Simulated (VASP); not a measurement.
Wanted: the native input for a VASP 6.6.1 run.

```
Task                   : relaxation of cell and atoms
Functional             : PBEsol
Potentials or basis    : VASP PAW PBE potentials, release 64 (Se)
Cutoff                 : 600 eV
k mesh                 : 16 × 16 × 16
Occupations            : fermi-dirac, width 0.05 eV
Spin                   : no spin polarisation
Target pressure        : 65 GPa
Dipole correction      : no
Further INCAR settings : ALGO = Normal; EDIFF = 1e-06; IBRION = 2; EDIFFG = -0.005; NSW = 60; ISIF = 3
```

The structure of Se lies in POSCAR:

```
Se
1.0
   -2.3216207766      2.3216207766      1.2768914271
    2.3216207766     -2.3216207766      1.2768914271
    2.3216207766      2.3216207766     -1.2768914271
Se
2
Direct
   -0.3750000000     -0.1250000000     -0.2500000000
    0.3750000000      0.1250000000      0.2500000000
```

One way to write it, as run:

INCAR

```
SYSTEM = Se
PREC     = Accurate       ! precision mode
ENCUT    = 600            ! plane-wave cutoff, eV
EDIFF    = 1E-6           ! SCF threshold, eV
ISMEAR   = -1             ! smearing method
SIGMA    = 0.05           ! smearing width, eV
LREAL    = .False.        ! projectors in reciprocal space
LASPH    = .True.         ! aspherical terms in the spheres
NELM     = 80             ! most SCF steps
ALGO     = Normal         ! electronic algorithm
ISIF     = 3              ! what is computed and relaxed
LWAVE    = .False.        ! write WAVECAR
LCHARG   = .False.        ! write CHGCAR
GGA      = PS             ! functional
IBRION   = 2              ! ionic algorithm
NSW      = 60             ! ionic steps
EDIFFG   = -0.005         ! ionic threshold
PSTRESS  = 650.0
```

KPOINTS

```
regular mesh
0
Gamma
  16 16 16
  0 0 0
```

Potentials or basis: VASP PAW PBE potentials, release 64 (Se).

Launch:

```console
$ cat potpaw_PBE.64/Se/POTCAR > POTCAR
$ mpirun -np 1 vasp_std > vasp.out
```

It gave:

* Relaxed volume: 14.52 Å³/atom
* Relaxed cell: a = 3.629 Å, b = 3.629 Å, c = 3.629 Å, α = 96.83°, β = 96.83°, γ = 139.66°
* Space group after relaxing (to 0.1 Å): I4_1/amd (No. 141)
* Energy change on relaxing (the run minimises the enthalpy): -366.6 meV/atom
* Ionic steps: 12
* Pressure after relaxing: 65.0 GPa
* Band gap on the k mesh: zero (bands 6 and 7 overlap by 6.49 eV)

Caveat: the cell is relaxed towards a set pressure, so the run minimises the enthalpy, not the energy; the PAW data sets were made with another functional, which shifts forces and pressure a little.

It took 14 min on 1 thread of Intel Xeon 8259CL (shared host), peak memory 0.26 GiB.
